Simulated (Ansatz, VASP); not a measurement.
# Zr: VASP beside Ansatz

File INCAR:

```
ALGO = Normal
EDIFF = 1E-6
ENCUT = 500
GGA = PS
GGA_COMPAT = F
ISIF = 2
ISMEAR = -1
LASPH = T
LCHARG = F
LMAXMIX = 4
LORBIT = 11
LORBMOM = T
LREAL = F
LSORBIT = T
LWAVE = F
MAGMOM = 0 0 0 0 0 0
NBANDS = 36
NELM = 200
PREC = Accurate
SIGMA = 0.05
```

KPOINTS

```
k-points
0
Gamma
  9 9 5
```

The input POSCAR:

```
Zr
1.0
    3.1883189697      0.0000000000      0.0000000000
   -1.5941594848      2.7611652231      0.0000000000
    0.0000000000      0.0000000000      5.0774374186
Zr
2
Direct
    0.6666666667      0.3333333333      0.7500000000
    0.3333333333      0.6666666667      0.2500000000
```

File input.yaml:

```yaml
crystal:
  lattice:
    - [3.1883189697, 0.0, 0.0]
    - [-1.5941594848, 2.7611652231, 0.0]
    - [0.0, 0.0, 5.0774374186]
  atoms:
    - { symbol: Zr, position: [0.6666666667, 0.3333333333, 0.75] }
    - { symbol: Zr, position: [0.3333333333, 0.6666666667, 0.25] }
hamiltonian:
  xc: pbesol
  pseudopotentials: { kind: paw_fr }
magnetization:
  noncollinear: true
  spin_orbit: true
kpoints:
  mp_grid: { grid: [9, 9, 5] }
scf:
  occupations: { method: fermi_dirac, width: 0.05 }
output:
  forces: true
  stress: true
  eigenvalues: true
```

Alike in both runs: task single point; functional PBEsol; k mesh 9 × 9 × 5; occupations fermi-dirac, width 0.05 eV; non-collinear spin, spin-orbit coupling.

|  | VASP | Ansatz |
| --- | --- | --- |
| version | VASP 6.6.1 | Ansatz 0.2.0 |
| potentials or method | VASP PAW PBE potentials, release 64 (Zr_sv) | Ansatz PAW |
| plane-wave cutoff (eV) | 500 | 420 |
| valence electrons in the cell | 24 | 24 |

|  | VASP | Ansatz | Ansatz less VASP |
| --- | --- | --- | --- |
| pressure (GPa) | 0.7 | 0.6 | -0.05 |
| traceless stress, the component that is largest in VASP (GPa) | 0.82 | 0.81 | -0.007 |
| net moment per atom (μB) | 0.00 | 0.00 | 0.000 |

VASP's potentials were made for PBE, not for PBEsol.
